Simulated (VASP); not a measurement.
Here is a VASP 6.6.1 calculation.

The input INCAR:

```
ALGO     = Normal         # electronic algorithm
EDIFF    = 1E-6           # SCF threshold, eV
ENCUT    = 520            # plane-wave cutoff, eV
GGA      = PS             # functional
ISIF     = 2              # what is computed and relaxed
ISMEAR   = -1             # smearing method
IVDW     = 12             # dispersion correction
LASPH    = True           # aspherical terms in the spheres
LCHARG   = False          # write CHGCAR
LREAL    = False          # projectors in reciprocal space
LWAVE    = False          # write WAVECAR
NBANDS   = 30             # bands
NELM     = 100            # most SCF steps
PREC     = Accurate       # precision mode
SIGMA    = 0.05           # smearing width, eV
```

Contents of KPOINTS:

```
k-points
0
Gamma
  5 5 5
```

POSCAR

```
CuAu3
1.0
    3.9800000000      0.0000000000      0.0000000000
    0.0000000000      3.9800000000      0.0000000000
    0.0000000000      0.0000000000      3.9800000000
Cu Au
1 3
Direct
    0.0000000000      0.0000000000      0.0000000000
    0.0000000000      0.5000000000      0.5000000000
    0.5000000000      0.0000000000      0.5000000000
    0.5000000000      0.5000000000      0.0000000000
```

Potentials or basis: VASP PAW PBE potentials, release 64 (Cu, Au).

Run with:

```sh
$ cat potpaw_PBE.64/Cu/POTCAR potpaw_PBE.64/Au/POTCAR > POTCAR
$ mpirun -np 1 vasp_std > vasp.out
```

Problem. What does it give for the pressure?

Solution. -6.9 GPa.

Problem. Predict the band gap on the k mesh.

Solution. Zero (band 22 reaches 10.04 eV, above the bottom of band 23 at 9.02 eV).

Caveat: the PAW data sets were made with another functional, which shifts forces and pressure a little; spin-orbit coupling is left out, which moves the levels of the heavy elements; pairwise dispersion overbinds metals, which lowers pressure and volume.
